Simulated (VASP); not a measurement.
# Ge (Cmcm) in VASP: a series of runs

The runs below take Ge through single point, with PBEsol.

All numbers are computed with VASP 6.6.1; they aren't measurements. Logs are shortened: lines on timing, memory, paths and dates and some standing lists are left out, and cuts for length are marked.

**1. The cell of the first run**

It takes space group Cmcm (No. 63, orthorhombic). The conventional cell has a = 2.873 Å, b = 5.010 Å, c = 4.564 Å, α = 90.00°, β = 90.00°, γ = 90.00°. Ge (site symmetry m2m) has 12 Ge at 2.82 to 2.89 Å within 3.7 Å.

This isn't the form of Ge at room conditions, which is diamond.

**2. Single point, PBEsol**

File INCAR:

```
SYSTEM = Ge
PREC = Accurate ; ENCUT = 520
EDIFF = 1E-7 ; ISMEAR = -1
SIGMA = 0.1 ; LREAL = .FALSE.
LASPH = .TRUE. ; NELM = 60
ALGO = Normal ; ISIF = 2
LWAVE = .FALSE. ; LCHARG = .TRUE.
GGA = PS ; LELF = .TRUE.
LVHAR = .TRUE. ; NBANDS = 21
```

File KPOINTS:

```
Automatic mesh
0
G
  11 11 6
  0 0 0
```

File POSCAR:

```
Ge
1.0
    1.4366993076     -2.5051452748      0.0000000000
    1.4366993076      2.5051452748      0.0000000000
    0.0000000000      0.0000000000      4.5644435500
Ge
2
Direct
    0.6665533700      0.3334466300      0.2500000000
    0.3334466300      0.6665533700      0.7500000000
```

Potentials or basis: VASP PAW PBE potentials, release 64 (Ge_d).

Command:

```bash
cat potpaw_PBE.64/Ge_d/POTCAR > POTCAR
mpirun -np 1 vasp_std > vasp.out
```

OUTCAR:

```text
SYSTEM = Ge
   PREC = Accurate
   ENCUT = 520
   EDIFF = 1E-7
   ISMEAR = -1
   LREAL = .FALSE.
   LASPH = .TRUE.
   NELM = 60
   ISIF = 2
   GGA = PS

 ion  position               nearest neighbor table
   1  0.667  0.333  0.250-   2 2.82   2 2.82   2 2.82   2 2.82   2 2.83   2 2.83
   2  0.333  0.667  0.750-   1 2.82   1 2.82   1 2.82   1 2.82   1 2.83   1 2.83

  LATTYP: Found a base centered orthorhombic cell.
 ALAT       =     2.8733986152
 B/A-ratio  =     1.7436809926
 C/A-ratio  =     1.5885173487

  Lattice vectors:

 A1 = (   1.4366993076,  -2.5051452748,   0.0000000000)
 A2 = (   1.4366993076,   2.5051452748,   0.0000000000)
 A3 = (   0.0000000000,   0.0000000000,   4.5644435500)

Analysis of symmetry for initial positions (statically):
=====================================================================
 Subroutine PRICEL returns:
 Original cell was already a primitive cell.

 Routine SETGRP: Setting up the symmetry group for a
 base centered orthorhombic supercell.

 Subroutine GETGRP returns: Found  8 space group operations
 (whereof  4 operations were pure point group operations)
 out of a pool of  8 trial point group operations.

The static configuration has the point symmetry C_2h.
 The point group associated with its full space group is D_2h.

Analysis of symmetry for dynamics (positions and initial velocities):
=====================================================================
 Subroutine PRICEL returns:
 Original cell was already a primitive cell.

 Routine SETGRP: Setting up the symmetry group for a
 base centered orthorhombic supercell.

 Subroutine GETGRP returns: Found  8 space group operations
 (whereof  4 operations were pure point group operations)
 out of a pool of  8 trial point group operations.

The dynamic configuration has the point symmetry C_2h.
 The point group associated with its full space group is D_2h.

 Subroutine INISYM returns: Found  8 space group operations
 (whereof  4 operations are pure point group operations),
 and found     1 'primitive' translations

----------------------------------------------------------------------------------------

                                     Primitive cell

  volume of cell :      32.8561

  direct lattice vectors                    reciprocal lattice vectors
     1.436699308 -2.505145275  0.000000000     0.348019935 -0.199589223  0.000000000
     1.436699308  2.505145275  0.000000000     0.348019935  0.199589223  0.000000000
     0.000000000  0.000000000  4.564443550     0.000000000  0.000000000  0.219084756

  length of vectors
     2.887881187  2.887881187  4.564443550     0.401190396  0.401190396  0.219084756

  position of ions in fractional coordinates (direct lattice)
     0.666553370  0.333446630  0.250000000
     0.333446630  0.666553370  0.750000000

  ion indices of the primitive-cell ions
   primitive index   ion index
                 1           1
                 2           2

----------------------------------------------------------------------------------------

 KPOINTS: Automatic mesh

Automatic generation of k-mesh.
 Grid dimensions read from file:
 generate k-points for:   11   11    6

 Generating k-lattice:

  Cartesian coordinates                     Fractional coordinates (reciprocal lattice)
     0.031638176 -0.018144475  0.000000000     0.090909091 -0.000000000  0.000000000
     0.031638176  0.018144475  0.000000000    -0.000000000  0.090909091  0.000000000
     0.000000000  0.000000000  0.036514126     0.000000000  0.000000000  0.166666667

  Length of vectors
     0.036471854  0.036471854  0.036514126

  Shift w.r.t. Gamma in fractional coordinates (k-lattice)
     0.000000000  0.000000000  0.000000000

 Subroutine IBZKPT returns following result:
 ===========================================

 Found    144 irreducible k-points:

 Following reciprocal coordinates:
            Coordinates               Weight
  0.000000  0.000000  0.000000      1.000000
  0.090909  0.000000  0.000000      4.000000
  0.181818  0.000000  0.000000      4.000000
  0.272727  0.000000  0.000000      4.000000
  0.363636  0.000000  0.000000      4.000000
  0.454545  0.000000  0.000000      4.000000
[... 16 lines left out ...]
 -0.272727  0.181818  0.000000      4.000000
 -0.181818  0.181818  0.000000      2.000000
 [... further k-points ...]
   k-points           NKPTS =    144   k-points in BZ     NKDIM =    144   number of bands    NBANDS=     21
   number of dos      NEDOS =    301   number of ions     NIONS =      2
   total plane-waves  NPLWV =  20736
   dimension x,y,z NGX =    24 NGY =   24 NGZ =   36
   dimension x,y,z NGXF=    48 NGYF=   48 NGZF=   72
   ions per type =               2
   NGX,Y,Z   is equivalent  to a cutoff of  13.82, 13.82, 13.11 a.u.
   NGXF,Y,Z  is equivalent  to a cutoff of  27.63, 27.63, 26.22 a.u.
 SYSTEM =  Ge
   PREC   = accura    normal or accurate (medium, high low for compatibility)
[... 36 lines left out ...]
   IVDW    =     0    specifies the selected vdW correction
   LEPSILON=     F    determine dielectric tensor
   LRPA    =     F    only Hartree local field effects (RPA)
 non-spin polarized calculation
  energy-cutoff  :      520.00
  volume of cell :       32.86
 maximum number of plane-waves:       911
 NGX is ok and might be reduce to    24
   NGX = 11   NGY = 11   NGZ = 17

 number of electron      27.9999989 magnetization

 Free energy of the ion-electron system (eV)
  ---------------------------------------------------
  ext. energy  EPLUGINS =         0.00000000
  ---------------------------------------------------
  free energy    TOTEN  =        -9.21799961 eV

  energy without entropy =       -9.18900398  energy(sigma->0) =       -9.20350180

 E-fermi :   8.2693     XC(G=0): -12.1523

 val. band max:        8.2404170452   @ k =   0.3636   0.1818   0.5000
 cond. band min:       8.3142298651   @ k =  -0.3636   0.1818   0.1667
 fundamental gap:      0.0738128199
 Fermi energy:         8.2693175538

 k-point     1 :       0.0000    0.0000    0.0000
  band No.  band energies     occupation
      1     -16.4917      2.00000
      2     -16.4728      2.00000
      3     -16.4676      2.00000
      4     -16.4668      2.00000
      5     -16.4591      2.00000
      6     -16.4547      2.00000
[... 13 lines left out ...]
     20      21.5515      0.00000
     21      23.2668      0.00000

 k-point     2 :       0.0909    0.0000    0.0000
  band No.  band energies     occupation
      1     -16.4921      2.00000
      2     -16.4780      2.00000
      3     -16.4616      2.00000
      4     -16.4543      2.00000
      5     -16.4514      2.00000
      6     -16.4476      2.00000
[... 13 lines left out ...]
     20      21.9120      0.00000
     21      23.1563      0.00000

 k-point     3 :       0.1818    0.0000    0.0000
  band No.  band energies     occupation
      1     -16.5087      2.00000
      2     -16.4719      2.00000
      3     -16.4565      2.00000
      4     -16.4537      2.00000
      5     -16.4481      2.00000
      6     -16.4350      2.00000
[... 13 lines left out ...]
     20      22.0763      0.00000
     21      23.1938      0.00000

 k-point     4 :       0.2727    0.0000    0.0000
  band No.  band energies     occupation
      1     -16.5307      2.00000
      2     -16.4767      2.00000
      3     -16.4708      2.00000
      4     -16.4665      2.00000
      5     -16.4330      2.00000
      6     -16.4005      2.00000
[... 13 lines left out ...]
     20      21.1019      0.00000
     21      22.6329      0.00000

 k-point     5 :       0.3636    0.0000    0.0000
  band No.  band energies     occupation
      1     -16.5497      2.00000
      2     -16.4975      2.00000
      3     -16.4775      2.00000
      4     -16.4755      2.00000
      5     -16.4153      2.00000
      6     -16.3967      2.00000
[... 13 lines left out ...]
     20      20.4360      0.00000
     21      21.9224      0.00000
[... 382 lines left out ...]
     20      20.4872      0.00000
     21      24.5997      0.00000

 k-point    22 :      -0.3636    0.1818    0.0000
  band No.  band energies     occupation
      1     -16.4971      2.00000
      2     -16.4950      2.00000
      3     -16.4921      2.00000
      4     -16.4642      2.00000
      5     -16.4256      2.00000
      6     -16.4073      2.00000
[... 13 lines left out ...]
     20      20.8531      0.00000
     21      21.8236      0.00000

 k-point    23 :      -0.2727    0.1818    0.0000
  band No.  band energies     occupation
      1     -16.5126      2.00000
      2     -16.4802      2.00000
      3     -16.4704      2.00000
      4     -16.4592      2.00000
      5     -16.4423      2.00000
      6     -16.4177      2.00000
[... 13 lines left out ...]
     20      20.0087      0.00000
     21      22.3535      0.00000

 k-point    24 :      -0.1818    0.1818    0.0000
  band No.  band energies     occupation
      1     -16.5116      2.00000
      2     -16.4728      2.00000
      3     -16.4569      2.00000
      4     -16.4522      2.00000
      5     -16.4506      2.00000
      6     -16.4326      2.00000
[... 13 lines left out ...]
     20      22.0820      0.00000
     21      23.3164      0.00000

 [... further k-points ...]
[... 5 lines left out ...]
  --------------------------------------------------------------------------------------
  -------------------------------------------------------------------------------------
  Total        1.6114080      1.5714022      3.3334531      0.0000000     -0.0000000      0.0000000
  in kB       78.5777283     76.6269063    162.5504963      0.0000000     -0.0000000      0.0000000
  external PRESSURE =     105.9183770 kB  Pullay stress =       0.0000000 kB

 VOLUME and BASIS-vectors are now :
 -----------------------------------------------------------------------------
  energy-cutoff  :      520.00
  volume of cell :       32.86
      direct lattice vectors                 reciprocal lattice vectors
     1.436699308 -2.505145275  0.000000000     0.348019935 -0.199589223  0.000000000
     1.436699308  2.505145275  0.000000000     0.348019935  0.199589223  0.000000000
     0.000000000  0.000000000  4.564443550     0.000000000  0.000000000  0.219084756

 POSITION                                       TOTAL-FORCE (eV/Angst)
 -----------------------------------------------------------------------------------
      1.43670     -0.83448      1.14111         0.000000      0.005806      0.000000
      1.43670      0.83448      3.42333         0.000000     -0.005806      0.000000
 -----------------------------------------------------------------------------------
    total drift:                                0.000000     -0.000000      0.000000

  FREE ENERGIE OF THE ION-ELECTRON SYSTEM (eV)
  ---------------------------------------------------
  free  energy   TOTEN  =        -9.2179996131 eV

  energy  without entropy=       -9.1890039777  energy(sigma->0) =       -9.20350180
```

It took 72 s on 1 thread of AMD EPYC 7R13 (Zen 3), shared host; peak memory 0.18 GiB.

What came out:

```
Free energy            : -9.2180 eV
Pressure               : 10.6 GPa
Largest force          : 0.006 eV/Å
Band gap on the k mesh : zero (bands 14 and 15 overlap by 10.50 eV)
```

Forces in eV/Å, atoms in the order of the input:
```
Ge   0.000  0.006  0.000
Ge   0.000 -0.006  0.000
```

Caveat: the cell stands under pressure; the PAW data sets were made with another functional, which shifts forces and pressure a little.

**3. Single point, PBEsol**

This run uses another cell than the first one, of 16.88 Å³/atom.

File INCAR:

```
PREC     = Accurate       # precision mode
ENCUT    = 520            # plane-wave cutoff, eV
EDIFF    = 1E-6           # SCF threshold, eV
ISMEAR   = -1             # smearing method
SIGMA    = 0.1            # smearing width, eV
LREAL    = F              # projectors in reciprocal space
LASPH    = T              # aspherical terms in the spheres
NELM     = 100            # most SCF steps
ALGO     = Normal         # electronic algorithm
ISIF     = 2              # what is computed and relaxed
LWAVE    = F              # write WAVECAR
LCHARG   = T              # write CHGCAR
GGA      = PS             # functional
LELF     = T              # ELF
LVHAR    = T            
NBANDS   = 21             # bands
```

File KPOINTS:

```
regular mesh
0
Gamma
  11 11 6
```

File POSCAR:

```
Ge
1.0
    1.4498807715     -2.5281295428      0.0000000000
    1.4498807715      2.5281295428      0.0000000000
    0.0000000000      0.0000000000      4.6063215181
Ge
2
Direct
    0.6665533700      0.3334466300      0.2500000000
    0.3334466300      0.6665533700      0.7500000000
```

Potentials or basis: VASP PAW PBE potentials, release 64 (Ge_d).

Command:

```bash
cat potpaw_PBE.64/Ge_d/POTCAR > POTCAR
mpirun -np 1 vasp_std > vasp.out
```

It took 64 s on 1 thread of AMD EPYC 7R13 (Zen 3), shared host; peak memory 0.18 GiB.

It converged, with:

- Free energy: -9.2698 eV
- Pressure: 7.5 GPa
- Largest force: 0.006 eV/Å
- Band gap on the k mesh: zero (bands 14 and 15 overlap by 10.20 eV)

Forces in eV/Å, atoms in the order of the input:
```
Ge   0.000  0.006  0.000
Ge   0.000 -0.006  0.000
```

Stress tensor (GPa, compression positive):
```
 4.94  0.00  0.00
 0.00  4.82  0.00
 0.00  0.00 12.81
```

Levels at points of the mesh, in eV from the Fermi level:
| k point | band 12 | band 13 | band 14 | band 15 | band 16 | band 17 |
| --- | --- | --- | --- | --- | --- | --- |
| (0.00, 0.00, 0.00) | -7.73 | -6.14 | 7.01 | 7.14 | 9.23 | 9.36 |
| (0.00, 0.00, 0.50) | -12.40 | 1.94 | 1.94 | 8.27 | 8.27 | 8.39 |

Caveat: the cell stands under pressure; the PAW data sets were made with another functional, which shifts forces and pressure a little.

**4. Single point, PBEsol**

This run uses another cell than the first one, of 17.34 Å³/atom.

File INCAR:

```
ALGO = Normal
EDIFF = 1E-6
ENCUT = 520
GGA = PS
ISIF = 2
ISMEAR = -1
LASPH = True
LCHARG = False
LREAL = False
LWAVE = False
NBANDS = 21
NELM = 100
PREC = Accurate
SIGMA = 0.1
```

File KPOINTS:

```
k-points
0
Gamma
  11 11 6
```

File POSCAR:

```
Ge
1.0
    1.4628268206     -2.5507033225      0.0000000000
    1.4628268206      2.5507033225      0.0000000000
    0.0000000000      0.0000000000      4.6474515651
Ge
2
Direct
    0.6665533700      0.3334466300      0.2500000000
    0.3334466300      0.6665533700      0.7500000000
```

Command:

```bash
cat potpaw_PBE.64/Ge_d/POTCAR > POTCAR
mpirun -np 1 vasp_std > vasp.out
```

It took 60 s on 1 thread of AMD EPYC 7R13 (Zen 3), shared host; peak memory 0.18 GiB.

Results (log left out):

```
Free energy            : -9.3054 eV
Pressure               : 4.9 GPa
Largest force          : 0.005 eV/Å
Band gap on the k mesh : zero (bands 14 and 15 overlap by 9.91 eV)
```

Forces in eV/Å, atoms in the order of the input:
```
Ge   0.000  0.005  0.000
Ge   0.000 -0.005  0.000
```

Stress tensor (GPa, compression positive):
```
2.43 0.00 0.00
0.00 2.38 0.00
0.00 0.00 9.79
```

Levels at points of the mesh, in eV from the Fermi level:
```csv
k point,band 11,band 12,band 13,band 14,band 15,band 16,band 17,band 18
"(0.00, 0.00, 0.00)",-13.93,-7.67,-5.96,6.84,6.96,9.02,9.14,10.60
"(0.00, 0.00, 0.50)",-12.18,-12.18,1.89,1.89,8.06,8.06,8.18,8.18
```

Caveat: the cell stands under pressure; the PAW data sets were made with another functional, which shifts forces and pressure a little.

**5. Single point, PBEsol**

This run uses another cell than the first one, of 17.80 Å³/atom.

File INCAR:

```
PREC = Accurate ; ENCUT = 520
EDIFF = 1E-7 ; ISMEAR = -1
SIGMA = 0.1 ; LREAL = False
LASPH = True ; NELM = 80
ALGO = Normal ; ISIF = 2
LWAVE = False ; LCHARG = False
GGA = PS ; NBANDS = 21
```

File KPOINTS:

```
regular mesh
0
Gamma
  11 11 6
```

File POSCAR:

```
Ge
1.0
    1.4755476923     -2.5728844647      0.0000000000
    1.4755476923      2.5728844647      0.0000000000
    0.0000000000      0.0000000000      4.6878662159
Ge
2
Direct
    0.6665533700      0.3334466300      0.2500000000
    0.3334466300      0.6665533700      0.7500000000
```

Command:

```bash
cat potpaw_PBE.64/Ge_d/POTCAR > POTCAR
mpirun -np 1 vasp_std > vasp.out
```

It took 69 s on 1 thread of AMD EPYC 7R13 (Zen 3), shared host; peak memory 0.18 GiB.

It converged, with:

```yaml
Free_energy: -9.3267 eV
Pressure: 2.6 GPa
Largest_force: 0.005 eV/Å
Band_gap_on_the_k_mesh: zero (bands 14 and 15 overlap by 9.63 eV)
```

Forces on the atoms (eV/Å):
```
Ge   0.000  0.005  0.000
Ge   0.000 -0.005  0.000
```

Stress tensor (GPa, compression positive):
```
0.27 0.00 0.00
0.00 0.27 0.00
0.00 0.00 7.14
```

Levels at points of the mesh, in eV from the Fermi level:
| k point | band 10 | band 11 | band 12 | band 13 | band 14 | band 15 | band 16 | band 17 | band 18 | band 19 |
| --- | --- | --- | --- | --- | --- | --- | --- | --- | --- | --- |
| (0.00, 0.00, 0.00) | -24.55 | -13.69 | -7.61 | -5.78 | 6.68 | 6.80 | 8.81 | 8.93 | 10.31 | 11.53 |
| (0.00, 0.00, 0.50) | -24.58 | -11.97 | -11.97 | 1.84 | 1.84 | 7.86 | 7.86 | 7.97 | 7.97 | 12.82 |

Caveat: the PAW data sets were made with another functional, which shifts forces and pressure a little.

**6. Single point, PBEsol**

This run uses another cell than the first one, of 18.25 Å³/atom.

File INCAR:

```
ALGO = Normal
EDIFF = 1E-6
ENCUT = 520
GGA = PS
ISIF = 2
ISMEAR = -1
LASPH = T
LCHARG = T
LELF = T
LREAL = F
LVHAR = T
LWAVE = F
NBANDS = 21
NELM = 80
PREC = Accurate
SIGMA = 0.1
```

File KPOINTS:

```
k-points
0
Gamma
  11 11 6
```

File POSCAR:

```
Ge
1.0
    1.4880529300     -2.5946896100      0.0000000000
    1.4880529300      2.5946896100      0.0000000000
    0.0000000000      0.0000000000      4.7275957900
Ge
2
Direct
    0.6665533700      0.3334466300      0.2500000000
    0.3334466300      0.6665533700      0.7500000000
```

Potentials or basis: VASP PAW PBE potentials, release 64 (Ge_d).

Command:

```bash
cat potpaw_PBE.64/Ge_d/POTCAR > POTCAR
mpirun -np 1 vasp_std > vasp.out
```

Wall time 65 s (1 thread of AMD EPYC 7R13 (Zen 3), shared host); peak memory 0.18 GiB.

Results (log left out):

```
Free energy            : -9.3358 eV
Pressure               : 0.6 GPa
Largest force          : 0.005 eV/Å
Band gap on the k mesh : zero (bands 14 and 15 overlap by 9.37 eV)
```

Forces in eV/Å, atoms in the order of the input:
```
Ge   0.000  0.005  0.000
Ge   0.000 -0.005  0.000
```

Stress tensor (GPa, compression positive):
```
-1.60  0.00  0.00
 0.00 -1.56  0.00
 0.00  0.00  4.83
```

Levels at points of the mesh, in eV from the Fermi level:
```
           k point  band 10  band 11  band 12  band 13  band 14  band 15  band 16  band 17  band 18  band 19
(0.00, 0.00, 0.00)   -24.54   -13.46    -7.56    -5.62     6.52     6.64     8.60     8.72    10.03    11.32
(0.00, 0.00, 0.50)   -24.57   -11.78   -11.78     1.79     1.79     7.66     7.66     7.77     7.77    12.63
```

Caveat: the PAW data sets were made with another functional, which shifts forces and pressure a little.

**7. Summary**

```tsv
cell	gap on the mesh (eV)	pressure (GPa)	largest force (eV/Å)
a = 2.888, b = 2.888, c = 4.564 Å, angles 90.0, 90.0, 120.3°, 2 atoms	none	10.6	0.01
a = 2.914, b = 2.914, c = 4.606 Å, angles 90.0, 90.0, 120.3°, 2 atoms	none	7.5	0.01
a = 2.940, b = 2.940, c = 4.647 Å, angles 90.0, 90.0, 120.3°, 2 atoms	none	4.9	0.01
a = 2.966, b = 2.966, c = 4.688 Å, angles 90.0, 90.0, 120.3°, 2 atoms	none	2.6	0.01
a = 2.991, b = 2.991, c = 4.728 Å, angles 90.0, 90.0, 120.3°, 2 atoms	none	0.6	0.01
```

Alike in all rows: task single point; level PBEsol; potentials or basis VASP PAW PBE potentials, release 64 (Ge_d); no spin polarisation; k mesh 11 × 11 × 6; cutoff (eV) 520; smearing fermi-dirac 0.1 eV.

Caveats: the PAW data sets were made with another functional, which shifts forces and pressure a little; the cell stands under pressure (at least some runs).

Total energies depend on the potentials used, so only differences within one code and one set of settings carry meaning.
